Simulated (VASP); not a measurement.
# GaP (I-4m2) in VASP: settings compared

The runs below take GaP through single point, with PBE, r2SCAN.

Everything below comes from runs of VASP 6.6.1. Logs are shortened: lines on timing, memory, paths and dates and some standing lists are left out, and cuts for length are marked.

## (1) The cell of the first run

Symmetry: I-4m2, No. 119, tetragonal system. The conventional cell has a = 4.062 Å, b = 4.062 Å, c = 5.193 Å, α = 90.00°, β = 90.00°, γ = 90.00°. Within 3.2 Å of Ga (site symmetry -4m2) lie 4 P at 2.41 Å. P (site symmetry -4m2) has 4 Ga at 2.41 Å within 3.2 Å.

## (2) Single point, PBE (epitaxial xy strain +5.4%)

Input file INCAR:

```
PREC = Accurate ; ENCUT = 520
EDIFF = 1E-6 ; ISMEAR = -1
SIGMA = 0.02 ; LREAL = False
LASPH = True ; NELM = 100
ALGO = Normal ; ISIF = 2
LWAVE = False ; LCHARG = False
GGA = PE ; NBANDS = 16
```

Input file KPOINTS:

```
Automatic mesh
0
Gamma
  8 8 8
```

Input file POSCAR:

```
GaP
1.0
    0.0000000000      2.8720257767      2.5962891765
    2.8720257767      0.0000000000      2.5962891765
    2.8720257767      2.8720257767      0.0000000000
Ga P
1 1
Direct
    0.0000000000      0.0000000000      0.0000000000
    0.2500000000      0.2500000000      0.2500000000
```

Potentials or basis: VASP PAW PBE potentials, release 64 (Ga_d, P).

Started as:

```sh
$ cat potpaw_PBE.64/Ga_d/POTCAR potpaw_PBE.64/P/POTCAR > POTCAR
$ mpirun -np 1 vasp_std > vasp.out
```

OUTCAR:

```text
PREC = Accurate
   ENCUT = 520
   EDIFF = 1E-6
   ISMEAR = -1
   LREAL = False
   LASPH = True
   NELM = 100
   ISIF = 2
   GGA = PE

 ion  position               nearest neighbor table
   1  0.000  0.000  0.000-   2 2.41   2 2.41   2 2.41   2 2.41
   2  0.250  0.250  0.250-   1 2.41   1 2.41   1 2.41   1 2.41

  LATTYP: Found a body centered tetragonal cell.
 ALAT       =     4.0616578049
 C/A-ratio  =     1.2784381655

  Lattice vectors:

 A1 = (   0.0000000000,  -2.8720257767,  -2.5962891765)
 A2 = (   0.0000000000,   2.8720257767,  -2.5962891765)
 A3 = (   2.8720257767,   0.0000000000,   2.5962891765)

Analysis of symmetry for initial positions (statically):
=====================================================================
 Subroutine PRICEL returns:
 Original cell was already a primitive cell.

 Routine SETGRP: Setting up the symmetry group for a
 body centered tetragonal supercell.

 Subroutine GETGRP returns: Found  8 space group operations
 (whereof  8 operations were pure point group operations)
 out of a pool of 16 trial point group operations.

The static configuration has the point symmetry D_2d.

Analysis of symmetry for dynamics (positions and initial velocities):
=====================================================================
 Subroutine PRICEL returns:
 Original cell was already a primitive cell.

 Routine SETGRP: Setting up the symmetry group for a
 body centered tetragonal supercell.

 Subroutine GETGRP returns: Found  8 space group operations
 (whereof  8 operations were pure point group operations)
 out of a pool of 16 trial point group operations.

The dynamic configuration has the point symmetry D_2d.

 Subroutine INISYM returns: Found  8 space group operations
 (whereof  8 operations are pure point group operations),
 and found     1 'primitive' translations

----------------------------------------------------------------------------------------

                                     Primitive cell

  volume of cell :      42.8311

  direct lattice vectors                    reciprocal lattice vectors
     0.000000000  2.872025777  2.596289177    -0.174093145  0.174093145  0.192582554
     2.872025777  0.000000000  2.596289177     0.174093145 -0.174093145  0.192582554
     2.872025777  2.872025777  0.000000000     0.174093145  0.174093145 -0.192582554

  length of vectors
     3.871595220  3.871595220  4.061657805     0.312577808  0.312577808  0.312577808

[... 73 lines left out ...]
   ICHARG =      2    charge: 1-file 2-atom 10-const
   ISPIN  =      1    spin polarized calculation?
   LNONCOLLINEAR =      F non collinear calculations
   LSORBIT =      F    spin-orbit coupling
   LASPH  =      T    aspherical Exc in radial PAW
   ENCUT  =  520.0 eV  38.22 Ry    6.18 a.u.   7.20  7.20  7.55*2*pi/ulx,y,z
   NELM   =    100;   NELMIN=  2; NELMDL= -5     # of ELM steps
   EDIFF  = 0.1E-05   stopping-criterion for ELM
   LREAL  =      F    real-space projection
   EDIFFG = 0.1E-04   stopping-criterion for IOM
   NSW    =      0    number of steps for IOM
   IBRION =     -1    ionic relax: 0-MD 1-quasi-New 2-CG
   NFREE  =      0    steps in history (QN), initial steepest desc. (CG)
   ISIF   =      2    stress and relaxation
   ISYM   =      2    0-nonsym 1-usesym 2-fastsym
   POTIM  = 0.5000    time-step for ionic-motion
   TEBEG  =    0.0;   TEEND  =   0.0 temperature during run
   PSTRESS=    0.0 pullay stress
   NELECT =      18.0000    total number of electrons
   NUPDOWN=      -1.0000    fix difference up-down
   EMIN   =  10.00;   EMAX   =-10.00  energy-range for DOS
   EFERMI =   0.00;   METHOD = LEGACY
   ISMEAR =    -1;   SIGMA  =   0.02  broadening in eV -4-tet -1-fermi 0-gaus
   EFERMI_NEDOS =   21; number of points for ismear=-14 and -15
   IALGO  =     38    algorithm
   IMIX   =      4    mixing-type and parameters
     AMIX     =   0.40;   BMIX     =  1.00
     AMIX_MAG =   1.60;   BMIX_MAG =  1.00
  volume/ion in A,a.u.               =      21.42       144.52
  Fermi-wavevector in a.u.,A,eV,Ry     =   1.226250  2.317277 20.458938  1.503690
  Thomas-Fermi vector in A             =   2.361258
   LORBIT       =      0    0 simple, 1 ext, 2 COOP (PROOUT), +10 PAW based schemes
   GGA     = PE    functional components
[... 5 lines left out ...]
 non-spin polarized calculation
  energy-cutoff  :      520.00
  volume of cell :       42.83
 maximum number of plane-waves:      1174
 NGX is ok and might be reduce to    30
   NGX = 15   NGY = 15   NGZ = 15

 number of electron      18.0000008 magnetization

 Free energy of the ion-electron system (eV)
  ---------------------------------------------------
  ext. energy  EPLUGINS =         0.00000000
  ---------------------------------------------------
  free energy    TOTEN  =        -9.06070200 eV

  energy without entropy =       -9.06070200  energy(sigma->0) =       -9.06070200

 E-fermi :   4.7800     XC(G=0):  -9.5903

 val. band max:        4.4006670029   @ k =   0.0000   0.0000   0.0000
 cond. band min:       5.2257231071   @ k =   0.3750   0.3750   0.0000
 fundamental gap:      0.8250561042
 Fermi energy:         4.7800312800

 k-point     1 :       0.0000    0.0000    0.0000
  band No.  band energies     occupation
      1     -10.3898      2.00000
      2     -10.3898      2.00000
      3     -10.3615      2.00000
      4     -10.3118      2.00000
      5     -10.2898      2.00000
      6      -7.9667      2.00000
[... 433 lines left out ...]
      3     -10.3498      2.00000
      4     -10.3105      2.00000
      5     -10.2851      2.00000
      6      -6.6468      2.00000
[... 8 lines left out ...]
     15      14.3162      0.00000
     16      15.3553      0.00000

 [... further k-points ...]

------------------------ aborting loop because EDIFF is reached ----------------------------------------

  FORCE on cell =-STRESS in cart. coord.  units (eV):
  Direction    XX          YY          ZZ          XY          YZ          ZX
  --------------------------------------------------------------------------------------
  -------------------------------------------------------------------------------------
  Total       -1.1053591     -1.1053591      0.5207637      0.0000000      0.0000000     -0.0000000
  in kB      -41.3479770    -41.3479770     19.4801166      0.0000000      0.0000000     -0.0000000
  external PRESSURE =     -21.0719458 kB  Pullay stress =       0.0000000 kB

 VOLUME and BASIS-vectors are now :
 -----------------------------------------------------------------------------
  energy-cutoff  :      520.00
  volume of cell :       42.83
      direct lattice vectors                 reciprocal lattice vectors
     0.000000000  2.872025777  2.596289177    -0.174093145  0.174093145  0.192582554
     2.872025777  0.000000000  2.596289177     0.174093145 -0.174093145  0.192582554
     2.872025777  2.872025777  0.000000000     0.174093145  0.174093145 -0.192582554

 POSITION                                       TOTAL-FORCE (eV/Angst)
 -----------------------------------------------------------------------------------
      0.00000      0.00000      0.00000        -0.000000     -0.000000     -0.000000
      1.43601      1.43601      1.29814         0.000000      0.000000      0.000000
 -----------------------------------------------------------------------------------
    total drift:                                0.000002      0.000002      0.000001

  FREE ENERGIE OF THE ION-ELECTRON SYSTEM (eV)
  ---------------------------------------------------
  free  energy   TOTEN  =        -9.0607020005 eV

  energy  without entropy=       -9.0607020005  energy(sigma->0) =       -9.06070200
```

stdout:

```text
POSCAR found type information on POSCAR GaP
 POSCAR found :  2 types and       2 ions
 scaLAPACK will be used
 LDA part: xc-table for (Slater+PW92), standard interpolation
 POSCAR, INCAR and KPOINTS ok, starting setup
 FFT: planning ... GRIDC
 FFT: planning ... GRID_SOFT
 FFT: planning ... GRID
 WAVECAR not read
 entering main loop
```

Wall time 17 s (1 thread of Intel Xeon 6975P-C (Granite Rapids), shared host); peak memory 0.18 GiB.

What came out:

```
Free energy            : -9.0607 eV
Pressure               : -2.1 GPa
Band gap on the k mesh : 0.82 eV, indirect (least direct gap 0.99 eV)
```

Caveat: the cell differs from its parent crystal (epitaxial xy strain +5.4%).

## (3) Single point, r2SCAN (epitaxial xy strain +5.4%)

POSCAR is that of step 2.

Input file INCAR.step1:

```
SYSTEM = GaP
PREC     = Accurate       ! precision mode
ENCUT    = 520            ! plane-wave cutoff, eV
ISMEAR   = 0              ! smearing method
SIGMA    = 0.01           ! smearing width, eV
LREAL    = .FALSE.        ! projectors in reciprocal space
LASPH    = .TRUE.         ! aspherical terms in the spheres
NELM     = 60             ! most SCF steps
NBANDS   = 16             ! bands
GGA      = PE             ! functional
ALGO     = Normal         ! electronic algorithm
EDIFF    = 1E-4           ! SCF threshold, eV
LWAVE    = .TRUE.         ! write WAVECAR
LCHARG   = .FALSE.        ! write CHGCAR
```

Input file INCAR.step2:

```
SYSTEM = GaP
PREC     = Accurate       ! precision mode
ENCUT    = 520            ! plane-wave cutoff, eV
EDIFF    = 1E-6           ! SCF threshold, eV
ISMEAR   = 0              ! smearing method
SIGMA    = 0.01           ! smearing width, eV
LREAL    = .FALSE.        ! projectors in reciprocal space
LASPH    = .TRUE.         ! aspherical terms in the spheres
NELM     = 60             ! most SCF steps
ALGO     = Normal         ! electronic algorithm
ISIF     = 2              ! what is computed and relaxed
LWAVE    = .FALSE.        ! write WAVECAR
LCHARG   = .FALSE.        ! write CHGCAR
METAGGA  = R2SCAN         ! meta-GGA
LMIXTAU  = .TRUE.       
NBANDS   = 16             ! bands
ISTART   = 1
```

Input file KPOINTS:

```
regular mesh
0
G
  8 8 8
  0 0 0
```

Potentials or basis: VASP PAW PBE potentials, release 64 (Ga_d, P).

Started as:

```sh
$ cat potpaw_PBE.64/Ga_d/POTCAR potpaw_PBE.64/P/POTCAR > POTCAR
$ cp INCAR.step1 INCAR
$ mpirun -np 1 vasp_std > vasp.out
$ cp INCAR.step2 INCAR
$ mpirun -np 1 vasp_std > vasp.out
```

OUTCAR:

```text
SYSTEM = GaP
   PREC = Accurate
   ENCUT = 520
   EDIFF = 1E-6
   ISMEAR = 0
   LREAL = .FALSE.
   LASPH = .TRUE.
   NELM = 60
   ISIF = 2
   METAGGA = R2SCAN
   ISTART = 1

 ion  position               nearest neighbor table
   1  0.000  0.000  0.000-   2 2.41   2 2.41   2 2.41   2 2.41
   2  0.250  0.250  0.250-   1 2.41   1 2.41   1 2.41   1 2.41

  LATTYP: Found a body centered tetragonal cell.
 ALAT       =     4.0616578049
 C/A-ratio  =     1.2784381655

  Lattice vectors:

 A1 = (   0.0000000000,  -2.8720257767,  -2.5962891765)
 A2 = (   0.0000000000,   2.8720257767,  -2.5962891765)
 A3 = (   2.8720257767,   0.0000000000,   2.5962891765)

Analysis of symmetry for initial positions (statically):
=====================================================================
 Subroutine PRICEL returns:
 Original cell was already a primitive cell.

 Routine SETGRP: Setting up the symmetry group for a
 body centered tetragonal supercell.

 Subroutine GETGRP returns: Found  8 space group operations
 (whereof  8 operations were pure point group operations)
 out of a pool of 16 trial point group operations.

The static configuration has the point symmetry D_2d.

Analysis of symmetry for dynamics (positions and initial velocities):
=====================================================================
 Subroutine PRICEL returns:
 Original cell was already a primitive cell.

 Routine SETGRP: Setting up the symmetry group for a
 body centered tetragonal supercell.

 Subroutine GETGRP returns: Found  8 space group operations
 (whereof  8 operations were pure point group operations)
 out of a pool of 16 trial point group operations.

The dynamic configuration has the point symmetry D_2d.

 Subroutine INISYM returns: Found  8 space group operations
 (whereof  8 operations are pure point group operations),
 and found     1 'primitive' translations

----------------------------------------------------------------------------------------
[... 113 lines left out ...]
     AMIX_MAG =   1.60;   BMIX_MAG =  1.00
  volume/ion in A,a.u.               =      21.42       144.52
  Fermi-wavevector in a.u.,A,eV,Ry     =   1.226250  2.317277 20.458938  1.503690
  Thomas-Fermi vector in A             =   2.361258
   LORBIT       =      0    0 simple, 1 ext, 2 COOP (PROOUT), +10 PAW based schemes
   METAGGA = R2SCAN    functional components
   LHFCALC =     F    Hartree Fock is set to
   AEXX    =    0.0000 exact exchange contribution
   IVDW    =     0    specifies the selected vdW correction
   LEPSILON=     F    determine dielectric tensor
   LRPA    =     F    only Hartree local field effects (RPA)
 non-spin polarized calculation
 Gauss-broadening in eV      SIGMA  =   0.01
  energy-cutoff  :      520.00
  volume of cell :       42.83
 maximum number of plane-waves:      1174
 NGX is ok and might be reduce to    30
   NGX = 15   NGY = 15   NGZ = 15

 number of electron      18.0000008 magnetization

 Free energy of the ion-electron system (eV)
  ---------------------------------------------------
  ext. energy  EPLUGINS =         0.00000000
  ---------------------------------------------------
  free energy    TOTEN  =       -21.36387958 eV

  energy without entropy =      -21.36387958  energy(sigma->0) =      -21.36387958

 E-fermi :   4.2677     XC(G=0): -10.2841

 val. band max:        4.2266790826   @ k =   0.0000   0.0000   0.0000
 cond. band min:       5.2621907969   @ k =   0.3750   0.3750   0.0000
 fundamental gap:      1.0355117144
 Fermi energy:         4.2677164568

 k-point     1 :       0.0000    0.0000    0.0000
  band No.  band energies     occupation
      1     -11.0253      2.00000
      2     -11.0253      2.00000
      3     -10.9977      2.00000
      4     -10.9360      2.00000
      5     -10.9128      2.00000
      6      -8.6748      2.00000
[... 433 lines left out ...]
      3     -10.9836      2.00000
      4     -10.9347      2.00000
      5     -10.9080      2.00000
      6      -7.2912      2.00000
[... 8 lines left out ...]
     15      14.7126      0.00000
     16      15.7970      0.00000

 [... further k-points ...]

------------------------ aborting loop because EDIFF is reached ----------------------------------------

  FORCE on cell =-STRESS in cart. coord.  units (eV):
  Direction    XX          YY          ZZ          XY          YZ          ZX
  --------------------------------------------------------------------------------------
  -------------------------------------------------------------------------------------
  Total       -1.8178771     -1.8178771     -0.0090998      0.0000000      0.0000000      0.0000000
  in kB      -68.0010101    -68.0010101     -0.3403944      0.0000000      0.0000000      0.0000000
  external PRESSURE =     -45.4474716 kB  Pullay stress =       0.0000000 kB

 VOLUME and BASIS-vectors are now :
 -----------------------------------------------------------------------------
  energy-cutoff  :      520.00
  volume of cell :       42.83
      direct lattice vectors                 reciprocal lattice vectors
     0.000000000  2.872025777  2.596289177    -0.174093145  0.174093145  0.192582554
     2.872025777  0.000000000  2.596289177     0.174093145 -0.174093145  0.192582554
     2.872025777  2.872025777  0.000000000     0.174093145  0.174093145 -0.192582554

 POSITION                                       TOTAL-FORCE (eV/Angst)
 -----------------------------------------------------------------------------------
      0.00000      0.00000      0.00000         0.000000      0.000000     -0.000000
      1.43601      1.43601      1.29814         0.000000      0.000000      0.000000
 -----------------------------------------------------------------------------------
    total drift:                               -0.000022     -0.000022      0.000052

  FREE ENERGIE OF THE ION-ELECTRON SYSTEM (eV)
  ---------------------------------------------------
  free  energy   TOTEN  =       -21.3638795837 eV

  energy  without entropy=      -21.3638795837  energy(sigma->0) =      -21.36387958
```

OSZICAR.step1:

```text
N       E                     dE             d eps       ncg     rms          rms(c)
DAV:   1     0.803603525061E+02    0.80360E+02   -0.90372E+03  1952   0.157E+03
DAV:   2    -0.288501204887E+01   -0.83245E+02   -0.79349E+02  2232   0.312E+02
DAV:   3    -0.921191297951E+01   -0.63269E+01   -0.63075E+01  2384   0.659E+01
DAV:   4    -0.931658713191E+01   -0.10467E+00   -0.10465E+00  2408   0.919E+00
DAV:   5    -0.931869725900E+01   -0.21101E-02   -0.21101E-02  2456   0.114E+00    0.397E+00
DAV:   6    -0.908295242552E+01    0.23574E+00   -0.38475E-01  2912   0.988E+00    0.259E+00
DAV:   7    -0.906000236973E+01    0.22950E-01   -0.86314E-02  2504   0.192E+00    0.107E+00
DAV:   8    -0.906017165834E+01   -0.16929E-03   -0.12426E-02  2224   0.131E+00    0.156E-01
DAV:   9    -0.906055534544E+01   -0.38369E-03   -0.12481E-03  2480   0.500E-01    0.824E-02
DAV:  10    -0.906062889936E+01   -0.73554E-04   -0.87649E-05  1936   0.101E-01
   1 F= -.90606289E+01 E0= -.90606289E+01  d E =-.588376E-19
```

Wall time 70 s (1 thread of Intel Xeon 6975P-C (Granite Rapids), shared host); peak memory 0.19 GiB.

What came out:

```yaml
Free_energy: -21.3639 eV
Pressure: -4.5 GPa
Band_gap_on_the_k_mesh: 1.04 eV, indirect (least direct gap 1.46 eV)
```

Levels at points of the mesh, in eV from the valence-band top:
```csv
k point,band 7,band 8,band 9,band 10,band 11,band 12
"(0.00, 0.00, 0.00)",-0.49,-0.49,0.00,1.46,3.78,4.03
"(0.50, 0.00, 0.00)",-6.83,-1.78,-1.03,1.36,4.40,5.32
"(0.50, 0.50, 0.00)",-6.56,-3.34,-3.34,1.18,1.30,10.53
"(0.50, 0.00, 0.50)",-7.20,-2.69,-2.62,1.96,2.17,10.04
```

Caveat: the cell differs from its parent crystal (epitaxial xy strain +5.4%); the PAW data sets were made with another functional, which shifts forces and pressure a little. A k mesh can miss the band edges.
